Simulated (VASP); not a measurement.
# TiO2 (P6/mmm) in VASP: a series of runs, part 2 of 2

VASP 6.6.1. Earlier steps stand in the parts before.

### 4 Single point, LDA

This run uses another cell than the first one, of 8.28 Å³/atom, 1.037 times its volume.

INCAR reads:

```
SYSTEM = TiO2
  PREC = Accurate
  ENCUT = 520
  EDIFF = 1E-7
  ISMEAR = 1
  SIGMA = 0.02
  LREAL = .FALSE.
  LASPH = .TRUE.
  NELM = 80
  ALGO = Normal
  ISIF = 2
  LWAVE = .FALSE.
  LCHARG = .FALSE.
  NBANDS = 19
```

KPOINTS reads:

```
regular mesh
0
G
  8 8 7
  0 0 0
```

POSCAR reads:

```
TiO2
1.0
    3.3977135508      0.0000000000      0.0000000000
   -1.6988567754      2.9425062498      0.0000000000
    0.0000000000      0.0000000000      2.4831592984
Ti O
1 2
Direct
    0.0000000000      0.0000000000      0.0000000000
    0.3333333333      0.6666666667      0.5000000000
    0.6666666667      0.3333333333      0.5000000000
```

Potentials or basis: VASP PAW LDA potentials, release 64 (Ti_sv, O).

The run is started by

```
$ cat potpaw_LDA.64/Ti_sv/POTCAR potpaw_LDA.64/O/POTCAR > POTCAR
$ mpirun -np 1 vasp_std > vasp.out
```

OUTCAR:

```text
SYSTEM = TiO2
   PREC = Accurate
   ENCUT = 520
   EDIFF = 1E-7
   ISMEAR = 1
   LREAL = .FALSE.
   LASPH = .TRUE.
   NELM = 80
   ISIF = 2

 ion  position               nearest neighbor table
   1  0.000  0.000  0.000-   2 2.32   3 2.32   2 2.32   3 2.32   3 2.32   3 2.32   2 2.32   2 2.32
                             3 2.32   3 2.32   2 2.32   2 2.32
   2  0.333  0.667  0.500-   3 1.96   3 1.96   3 1.96   1 2.32   1 2.32   1 2.32   1 2.32   1 2.32
                             1 2.32
   3  0.667  0.333  0.500-   2 1.96   2 1.96   2 1.96   1 2.32   1 2.32   1 2.32   1 2.32   1 2.32
                             1 2.32

  LATTYP: Found a hexagonal cell.
 ALAT       =     3.3977135508
 C/A-ratio  =     0.7308324440

  Lattice vectors:

 A1 = (   3.3977135508,   0.0000000000,   0.0000000000)
 A2 = (  -1.6988567754,   2.9425062498,   0.0000000000)
 A3 = (   0.0000000000,   0.0000000000,   2.4831592984)

Analysis of symmetry for initial positions (statically):
=====================================================================
 Subroutine PRICEL returns:
 Original cell was already a primitive cell.

 Routine SETGRP: Setting up the symmetry group for a
 hexagonal supercell.

[... 164 lines left out ...]
  ---------------------------------------------------
  free energy    TOTEN  =       -23.82996164 eV

  energy without entropy =      -23.82986727  energy(sigma->0) =      -23.82993018

 E-fermi :   9.1685     XC(G=0): -13.6493

 val. band max:        9.1560502474   @ k =   0.2500   0.1250   0.1429
 cond. band min:       9.1745628892   @ k =   0.2500   0.0000   0.1429
 fundamental gap:      0.0185126418
 Fermi energy:         9.1685019074

 k-point     1 :       0.0000    0.0000    0.0000
  band No.  band energies     occupation
      1     -47.7198      2.00000
      2     -24.2991      2.00000
      3     -24.2991      2.00000
      4     -23.4859      2.00000
      5     -12.2664      2.00000
      6      -6.1196      2.00000
[... 505 lines left out ...]
      6      -7.7594      2.00000
[... 11 lines left out ...]
     18      19.3498      0.00000
     19      23.4614      0.00000

 [... further k-points ...]
[... 5 lines left out ...]
  --------------------------------------------------------------------------------------
  -------------------------------------------------------------------------------------
  Total        0.1453800      0.1453800      0.1576021     -0.0000000      0.0000000      0.0000000
  in kB        9.3822365      9.3822365     10.1710034     -0.0000000      0.0000000      0.0000000
  external PRESSURE =       9.6451588 kB  Pullay stress =       0.0000000 kB

 VOLUME and BASIS-vectors are now :
 -----------------------------------------------------------------------------
  energy-cutoff  :      520.00
  volume of cell :       24.83
      direct lattice vectors                 reciprocal lattice vectors
     3.397713551  0.000000000  0.000000000     0.294315570  0.169923173  0.000000000
    -1.698856775  2.942506250  0.000000000     0.000000000  0.339846347  0.000000000
     0.000000000  0.000000000  2.483159298     0.000000000  0.000000000  0.402712786

 POSITION                                       TOTAL-FORCE (eV/Angst)
 -----------------------------------------------------------------------------------
      0.00000      0.00000      0.00000        -0.000000      0.000000     -0.000000
     -0.00000      1.96167      1.24158        -0.000000      0.000000     -0.000000
      1.69886      0.98084      1.24158         0.000000      0.000000      0.000000
 -----------------------------------------------------------------------------------
    total drift:                               -0.000000      0.000000     -0.000000

  FREE ENERGIE OF THE ION-ELECTRON SYSTEM (eV)
  ---------------------------------------------------
  free  energy   TOTEN  =       -23.8299616422 eV

  energy  without entropy=      -23.8298672685  energy(sigma->0) =      -23.82993018
```

OSZICAR:

```text
N       E                     dE             d eps       ncg     rms          rms(c)
DAV:   1     0.228681083389E+03    0.22868E+03   -0.12975E+04  1528   0.152E+03
DAV:   2    -0.139048638272E+02   -0.24259E+03   -0.22937E+03  1641   0.405E+02
DAV:   3    -0.319570626308E+02   -0.18052E+02   -0.17768E+02  1781   0.113E+02
[... 11 lines left out ...]
DAV:  15    -0.238299779731E+02    0.73413E-03   -0.30044E-03  1930   0.398E-01    0.318E-02
DAV:  16    -0.238299917934E+02   -0.13820E-04   -0.95898E-05  1646   0.980E-02    0.421E-02
DAV:  17    -0.238299615998E+02    0.30194E-04   -0.13678E-04  1676   0.871E-02    0.502E-03
DAV:  18    -0.238299618979E+02   -0.29803E-06   -0.28138E-06  1670   0.141E-02    0.502E-03
DAV:  19    -0.238299616440E+02    0.25383E-06   -0.74234E-07  1676   0.838E-03    0.928E-04
DAV:  20    -0.238299616422E+02    0.17926E-08   -0.43520E-08   924   0.181E-03
   1 F= -.23829962E+02 E0= -.23829930E+02  d E =-.943737E-04
```

stdout:

```text
POSCAR found type information on POSCAR TiO
 POSCAR found :  2 types and       3 ions
 scaLAPACK will be used
 LDA part: xc-table for (Slater(with rela. corr.)+CA(PZ))
 , standard interpolation
 POSCAR, INCAR and KPOINTS ok, starting setup
 FFT: planning ... GRIDC
 FFT: planning ... GRID_SOFT
 FFT: planning ... GRID
 WAVECAR not read
 entering main loop
```

Wall time 11 s (1 thread of AMD EPYC 9R45 (Zen 5), shared host); peak memory 0.11 GiB.

Results:

| Quantity | Value |
| --- | --- |
| Free energy | -23.8300 eV |
| Pressure | 1.0 GPa |
| Band gap on the k mesh | zero (band 12 reaches 10.68 eV, above the bottom of band 13 at 8.37 eV) |

Stress tensor (GPa, compression positive):
```
0.94 0.00 0.00
0.00 0.94 0.00
0.00 0.00 1.02
```

Caveat: the k points lie up to 0.36 Å⁻¹ apart; semilocal functionals often make such compounds metallic where correlation or magnetic order opens a gap, which also shifts bond lengths.

### 5 Single point, LDA

This run uses another cell than the first one, of 8.12 Å³/atom, 1.018 times its volume.

INCAR reads:

```
PREC = Accurate ; ENCUT = 520
EDIFF = 1E-6 ; ISMEAR = 1
SIGMA = 0.02 ; LREAL = False
LASPH = True ; NELM = 80
ALGO = Normal ; ISIF = 2
LWAVE = False ; LCHARG = False
NBANDS = 19
```

KPOINTS reads:

```
Automatic mesh
0
Gamma
  8 8 7
```

POSCAR reads:

```
TiO2
1.0
    3.3780185021      0.0000000000      0.0000000000
   -1.6890092510      2.9254498372      0.0000000000
    0.0000000000      0.0000000000      2.4656789343
Ti O
1 2
Direct
    0.0000000000      0.0000000000      0.0000000000
    0.3333333333      0.6666666667      0.5000000000
    0.6666666667      0.3333333333      0.5000000000
```

Potentials or basis: VASP PAW LDA potentials, release 64 (Ti_sv, O).

The run is started by

```
$ cat potpaw_LDA.64/Ti_sv/POTCAR potpaw_LDA.64/O/POTCAR > POTCAR
$ mpirun -np 1 vasp_std > vasp.out
```

OUTCAR:

```text
PREC = Accurate
   ENCUT = 520
   EDIFF = 1E-6
   ISMEAR = 1
   LREAL = False
   LASPH = True
   NELM = 80
   ISIF = 2

 ion  position               nearest neighbor table
   1  0.000  0.000  0.000-   2 2.31   3 2.31   2 2.31   3 2.31   2 2.31   2 2.31   3 2.31   3 2.31
                             3 2.31   3 2.31   2 2.31   2 2.31
   2  0.333  0.667  0.500-   3 1.95   3 1.95   3 1.95   1 2.31   1 2.31   1 2.31   1 2.31   1 2.31
                             1 2.31
   3  0.667  0.333  0.500-   2 1.95   2 1.95   2 1.95   1 2.31   1 2.31   1 2.31   1 2.31   1 2.31
                             1 2.31

  LATTYP: Found a hexagonal cell.
 ALAT       =     3.3780185021
[... 719 lines left out ...]

 [... further k-points ...]
[... 5 lines left out ...]
  --------------------------------------------------------------------------------------
  -------------------------------------------------------------------------------------
  Total        0.9194240      0.9194240      0.9288636      0.0000000      0.0000000      0.0000000
  in kB       60.4554179     60.4554179     61.0761012      0.0000000      0.0000000      0.0000000
  external PRESSURE =      60.6623123 kB  Pullay stress =       0.0000000 kB

 VOLUME and BASIS-vectors are now :
 -----------------------------------------------------------------------------
  energy-cutoff  :      520.00
  volume of cell :       24.37
      direct lattice vectors                 reciprocal lattice vectors
     3.378018502  0.000000000  0.000000000     0.296031534  0.170913886  0.000000000
    -1.689009251  2.925449837  0.000000000     0.000000000  0.341827772  0.000000000
     0.000000000  0.000000000  2.465678934     0.000000000  0.000000000  0.405567808

 POSITION                                       TOTAL-FORCE (eV/Angst)
 -----------------------------------------------------------------------------------
      0.00000      0.00000      0.00000        -0.000000      0.000000      0.000000
     -0.00000      1.95030      1.23284        -0.000000     -0.000000      0.000000
      1.68901      0.97515      1.23284         0.000000      0.000000      0.000000
 -----------------------------------------------------------------------------------
    total drift:                               -0.000000      0.000000     -0.000000

  FREE ENERGIE OF THE ION-ELECTRON SYSTEM (eV)
  ---------------------------------------------------
  free  energy   TOTEN  =       -23.8190717430 eV

  energy  without entropy=      -23.8190014134  energy(sigma->0) =      -23.81904830
```

OSZICAR:

```text
N       E                     dE             d eps       ncg     rms          rms(c)
DAV:   1     0.231716894022E+03    0.23172E+03   -0.13008E+04  1520   0.155E+03
DAV:   2    -0.137602215491E+02   -0.24548E+03   -0.23220E+03  1665   0.410E+02
DAV:   3    -0.317845156070E+02   -0.18024E+02   -0.17757E+02  1770   0.115E+02
DAV:   4    -0.322626806920E+02   -0.47817E+00   -0.47517E+00  1828   0.178E+01
DAV:   5    -0.322739288453E+02   -0.11248E-01   -0.11247E-01  1658   0.257E+00    0.198E+01
DAV:   6    -0.328789288398E+02   -0.60500E+00   -0.17937E+02  1855   0.734E+01    0.305E+01
DAV:   7    -0.248183825132E+02    0.80605E+01   -0.10765E+02  1806   0.650E+01    0.845E+00
DAV:   8    -0.244963230086E+02    0.32206E+00   -0.17966E+00  1646   0.977E+00    0.694E+00
DAV:   9    -0.239481312873E+02    0.54819E+00   -0.13146E+00  1761   0.834E+00    0.306E+00
DAV:  10    -0.239788400779E+02   -0.30709E-01   -0.54563E-01  1632   0.433E+00    0.301E+00
DAV:  11    -0.238383215365E+02    0.14052E+00   -0.10817E+00  1691   0.740E+00    0.140E+00
DAV:  12    -0.238265951357E+02    0.11726E-01   -0.46650E-02  1667   0.225E+00    0.822E-01
DAV:  13    -0.238207042429E+02    0.58909E-02   -0.20682E-02  1640   0.102E+00    0.267E-01
DAV:  14    -0.238198477799E+02    0.85646E-03   -0.86700E-04  1718   0.218E-01    0.207E-01
DAV:  15    -0.238191643769E+02    0.68340E-03   -0.14281E-03  1927   0.250E-01    0.709E-02
DAV:  16    -0.238190982732E+02    0.66104E-04   -0.13383E-04  1680   0.797E-02    0.459E-02
DAV:  17    -0.238190720976E+02    0.26176E-04   -0.17530E-04  2006   0.927E-02    0.799E-03
DAV:  18    -0.238190717430E+02    0.35460E-06   -0.46405E-06  1664   0.201E-02
   1 F= -.23819072E+02 E0= -.23819048E+02  d E =-.703296E-04
```

It took 10 s on 1 thread of AMD EPYC 9R45 (Zen 5), shared host; peak memory 0.11 GiB.

What came out:

```
Free energy            : -23.8191 eV
Pressure               : 6.1 GPa
Band gap on the k mesh : zero (band 12 reaches 10.98 eV, above the bottom of band 13 at 8.64 eV)
```

Caveat: the k points lie up to 0.36 Å⁻¹ apart; semilocal functionals often make such compounds metallic where correlation or magnetic order opens a gap, which also shifts bond lengths.

### 6 Relaxation of cell and atoms, LDA

This run uses another cell than the first one, of 9.19 Å³/atom, 1.151 times its volume.

INCAR reads:

```
SYSTEM = TiO2
PREC = Accurate
ENCUT = 600
EDIFF = 1E-7
ISMEAR = 1
SIGMA = 0.02
LREAL = .False.
LASPH = .True.
NELM = 60
ALGO = Normal
ISIF = 3
LWAVE = .False.
LCHARG = .False.
GGA = CA
IBRION = 2
NSW = 60
EDIFFG = -0.01
```

KPOINTS reads:

```
Automatic mesh
0
Gamma
  8 8 7
  0 0 0
```

POSCAR reads:

```
TiO2
1.0
    3.0700000000      0.0000000000      0.0000000000
   -1.5350000000      2.6586979896      0.0000000000
    0.0000000000      0.0000000000      3.3770000000
Ti O
1 2
Direct
    0.0000000000      0.0000000000      0.0000000000
    0.3333333333      0.6666666667      0.5000000000
    0.6666666667      0.3333333333      0.5000000000
```

Potentials or basis: VASP PAW LDA potentials, release 64 (Ti_sv, O).

The run is started by

```
$ cat potpaw_LDA.64/Ti_sv/POTCAR potpaw_LDA.64/O/POTCAR > POTCAR
$ mpirun -np 1 vasp_std > vasp.out
```

It took 91 s on 1 thread of AMD EPYC 9R45 (Zen 5), shared host; peak memory 0.13 GiB.

The run converged. Its results:

| Item | Value |
| --- | --- |
| Free energy | -23.8381 eV |
| Relaxed volume | 8.30 Å³/atom |
| Relaxed cell | a = 3.401 Å, b = 3.401 Å, c = 2.487 Å, α = 90.00°, β = 90.00°, γ = 120.00° |
| Space group after relaxing (to 0.05 Å) | P6/mmm (No. 191) |
| Energy gained by relaxing | 1377.2 meV/atom |
| Ionic steps | 10 |
| Pressure after relaxing | 0.0 GPa |
| Band gap on the k mesh | zero (band 12 reaches 10.63 eV, above the bottom of band 13 at 8.33 eV) |

Stress tensor (GPa, compression positive):
```
-0.04  0.00  0.00
 0.00 -0.04  0.00
 0.00  0.00  0.06
```

The path:
```csv
step,energy change (eV),largest force (eV/Å),pressure (GPa),volume (Å³)
1,0.0000,0.0000,16.06,27.56
2,-3.3337,0.0000,-30.83,30.35
3,-3.3754,0.0000,-32.10,30.44
4,-3.2438,0.0000,20.98,23.26
5,-3.9523,0.0000,-17.60,26.84
6,-4.0259,0.0000,17.86,23.55
7,-4.1316,0.0000,0.12,24.89
8,-4.1315,0.0000,0.52,24.86
9,-4.1316,0.0000,-0.32,24.94
10,-4.1316,0.0000,-0.01,24.91
```

Final structure:
```
Ti O
1.0
     3.40070    0.00000    0.00000
    -1.70035    2.94509    0.00000
     0.00000    0.00000    2.48679
Ti O
1 2
Direct
  0.00000 0.00000 0.00000
  0.33333 0.66667 0.50000
  0.66667 0.33333 0.50000
```

Levels at points of the mesh, in eV from the Fermi level:
| k point | band 8 | band 9 | band 10 | band 11 | band 12 | band 13 | band 14 | band 15 | band 16 |
| --- | --- | --- | --- | --- | --- | --- | --- | --- | --- |
| (0.00, 0.00, 0.00) | -7.16 | -2.63 | -1.87 | -1.37 | -1.37 | 0.17 | 2.68 | 2.68 | 3.00 |
| (0.50, 0.00, 0.00) | -6.11 | -2.58 | -1.08 | -0.95 | -0.87 | -0.80 | 1.62 | 2.56 | 3.73 |

Caveat: semilocal functionals often make such compounds metallic where correlation or magnetic order opens a gap, which also shifts bond lengths.

### 7 Summary

```tsv
task	cell	cutoff (eV)	gap on the mesh (eV)	pressure (GPa)
single point	a = 3.360, b = 3.360, c = 2.449 Å, angles 90.0, 90.0, 120.0°, 3 atoms	520	none	11.1
single point	a = 3.327, b = 3.327, c = 2.420 Å, angles 90.0, 90.0, 120.0°, 3 atoms	520	none	21.3
single point	a = 3.398, b = 3.398, c = 2.483 Å, angles 90.0, 90.0, 120.0°, 3 atoms	520	none	1.0
single point	a = 3.378, b = 3.378, c = 2.466 Å, angles 90.0, 90.0, 120.0°, 3 atoms	520	none	6.1
relaxation of cell and atoms	relaxed from a = 3.070, b = 3.070, c = 3.377 Å, angles 90.0, 90.0, 120.0°, 3 atoms	600	none	0.0
```

Alike in all rows: level LDA; potentials or basis VASP PAW LDA potentials, release 64 (Ti_sv, O); no spin polarisation; k mesh 8 × 8 × 7; smearing methfessel-paxton 0.02 eV.

Caveats: some runs use coarse meshes; semilocal functionals often make such compounds metallic where correlation or magnetic order opens a gap, which also shifts bond lengths.

Absolute energies hang on the potentials; compare differences alone.
